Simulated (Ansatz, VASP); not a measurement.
Two plane-wave programs on MnS

```
Mn S
1.0
     0.00000    2.66000    2.80000
     2.80000    0.00000    2.80000
     2.80000    2.66000    0.00000
Mn S
1 1
Direct
  0.00000 0.00000 0.00000
  0.75000 0.75000 0.75000
```

Change from the starting cell: strain -0.0500 x Voigt [0, 1, 0, 0, 0, 0], atoms carried along.

Alike in both runs: task single point; functional PBEsol; k mesh 14 × 14 × 14; occupations gaussian, width 0.15 eV; collinear spin.

|  | VASP | Ansatz |
| --- | --- | --- |
| version | VASP 6.6.1 | Ansatz 0.2.0 |
| potentials or method | VASP PAW PBE potentials, release 64 (Mn_pv, S), cutoff 520 eV | scalar-relativistic, plane waves, PAW |
| valence electrons in the cell | 19 | 21 |

Ansatz gave:

* gap on the k mesh at the Fermi level (eV): none
* pressure (GPa): -0.7
* traceless stress, the component that is largest in VASP (GPa): 0.58
* net moment per atom (μB): 2.36
* size of the moment on the site where the two differ most (μB): 3.98

Question: What did VASP give for the same quantities?

Answer: gap on the k mesh at the Fermi level (eV): none; pressure (GPa): -0.5; traceless stress, the component that is largest in VASP (GPa): 0.57; net moment per atom (μB): 2.36; size of the moment on the site where the two differ most (μB): 4.18.

VASP's potentials were made for PBE, not for PBEsol. Site moments also hang on the region over which each program counts them. A gap of «none» marks a metal or a gap that the smearing closes. VASP's potentials hold 19 valence electrons a cell and Ansatz's 21, so a difference there can come from the potentials and not from the codes.
